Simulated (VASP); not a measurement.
Input of a VASP 6.6.1 run:

The input INCAR:

```
SYSTEM = H6C2O
ALGO     = Normal         ! electronic algorithm
EDIFF    = 1E-7           ! SCF threshold, eV
ENCUT    = 520            ! plane-wave cutoff, eV
GGA      = PE             ! functional
ISIF     = 2              ! what is computed and relaxed
ISMEAR   = -1             ! smearing method
IVDW     = 12             ! dispersion correction
LASPH    = .True.         ! aspherical terms in the spheres
LCHARG   = .False.        ! write CHGCAR
LREAL    = Auto         
LWAVE    = .False.        ! write WAVECAR
NBANDS   = 64             ! bands
NELM     = 60             ! most SCF steps
PREC     = Accurate       ! precision mode
SIGMA    = 0.05           ! smearing width, eV
```

File KPOINTS:

```
k-points
0
Gamma
  1 1 1
  0 0 0
```

File POSCAR:

```
H6C2O
1.0
    7.9602190000      0.0000000000      0.0000000000
    0.0000000000      7.9602190000      0.0000000000
    0.0000000000      0.0000000000      7.9602190000
C O H
8 4 24
Direct
    0.4327519130      0.5595574695      0.6883730209
    0.3496386218      0.5698210062      0.8561447870
   -0.0084168539      1.0370945824      0.1224966298
   -0.0041330521      1.0004749869      0.3156320197
    0.9667824466      0.4868459021      0.3069639164
    0.8569613474      0.5160662037      0.1534128646
    0.4892830210      0.1636135890      0.7759083010
    0.2918010170      0.1308004214      0.7817247239
    0.4679142622      0.5785016719      0.9944952520
   -0.0574356057      0.8305550387      0.3298652964
    0.7355199650      0.3767609911      0.1494179997
    0.2687488874     -0.0062309843      0.6802451038
    0.4112449670      0.6626199606      1.0728473676
    0.2662363937      0.6785617330      0.8551523520
    0.2724171282      0.4516961154      0.8646495781
    0.3444000724      0.5256890545      0.5894938318
    0.4653766435      0.6887373325      0.6703458787
    0.5455754421      0.4878760245      0.7002948034
   -0.0184040163      0.7900410780      0.4404778311
    0.1276849293      1.0260396102      0.3676029516
   -0.0958516342      1.0925704431      0.3767233037
    0.0403129612      1.1652820105      0.1083387279
    0.0622721561      0.9518582341      0.0427375176
   -0.1466542566      1.0403733867      0.0963038831
    0.6156112037      0.4158177055      0.1470562556
    0.7940861929      0.6452335043      0.1397072116
    0.9340949037      0.4808536047      0.0437299527
    1.0740282397      0.5594946571      0.3111974683
    0.8837068427      0.5142195208      0.4020492401
    1.0146705763      0.3521888028      0.3121019660
    0.1533626148     -0.0391823391      0.6707101903
    0.2520408044      0.1002987481      0.9155275753
    0.2195542610      0.2470660669      0.7402685780
    0.5349601562      0.2627314651      0.8527403580
    0.5587660339      0.0501996239      0.8089978429
    0.5135411475      0.2021552422      0.6471053121
```

Potentials or basis: VASP PAW PBE potentials, release 64 (C, O, H).

Launch:

```bash
$ cat potpaw_PBE.64/C/POTCAR potpaw_PBE.64/O/POTCAR potpaw_PBE.64/H/POTCAR > POTCAR
$ mpirun -np 1 vasp_gam > vasp.out
```

Q: Estimate the pressure.

A: 0.0 GPa.

Q: What does it give for the band gap on the k mesh?

A: 3.85 eV.

Q: What does it give for the largest force?

A: 3.055 eV/Å.

Q: Predict the dispersion energy per atom.

A: -0.030 eV.

Stress tensor (GPa, compression positive):
```
-1.40  1.47 -0.97
 1.47  0.55  0.28
-0.97  0.28  0.87
```

Caveat: the k points lie up to 0.79 Å⁻¹ apart.
